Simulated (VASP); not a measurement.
A run of VASP 6.6.1 is set up as follows.

INCAR

```
SYSTEM = BaTiO3
PREC = Accurate
ENCUT = 520
EDIFF = 1E-6
ISMEAR = 0
SIGMA = 0.02
LREAL = .False.
LASPH = .True.
NELM = 150
ALGO = Normal
ISIF = 2
LWAVE = .False.
LCHARG = .False.
LMAXMIX = 4
LDAU = .True.
LDAUTYPE = 2
LDAUL = -1 2 -1
LDAUU = 0 4 0
LDAUJ = 0 0 0
LDAUPRINT = 1
GGA = PE
NBANDS = 28
```

File KPOINTS:

```
Automatic mesh
0
Gamma
  8 8 8
  0 0 0
```

POSCAR

```
BaTiO3
1.0
    3.8817678723      0.0000000000      0.0000000000
    0.0000000000      2.7449258482      2.7449611641
    0.0000000000     -2.7449258482      2.7449611641
Ba Ti O
1 1 3
Direct
    0.0000000000     -0.0007311152     -0.0007311152
    0.5000000000      0.4993159384      0.4993159384
    0.0000000000      0.4992183298      0.4992183298
    0.5000000000      0.4992194994      0.9991973475
    0.5000000000      0.9991973475      0.4992194994
```

Potentials or basis: VASP PAW PBE potentials, release 64 (Ba_sv, Ti_sv, O).

Launch:

```sh
$ cat potpaw_PBE.64/Ba_sv/POTCAR potpaw_PBE.64/Ti_sv/POTCAR potpaw_PBE.64/O/POTCAR > POTCAR
$ mpirun -np 1 vasp_std > vasp.out
```

Problem. What does it give for the pressure?

Solution. 28.2 GPa.

Problem. Predict the band gap on the k mesh.

Solution. 2.43 eV (least direct gap 2.51 eV).

Forces in eV/Å, atoms in the order of the input:
```
Ba   0.000  0.000  0.000
Ti   0.000  0.000 -0.005
O    0.000  0.000  0.000
O    0.000 -0.003  0.003
O    0.000  0.003  0.003
```

Caveat: the cell stands under pressure; spin-orbit coupling is left out, which moves the levels of the heavy elements. A k mesh can miss the band edges.
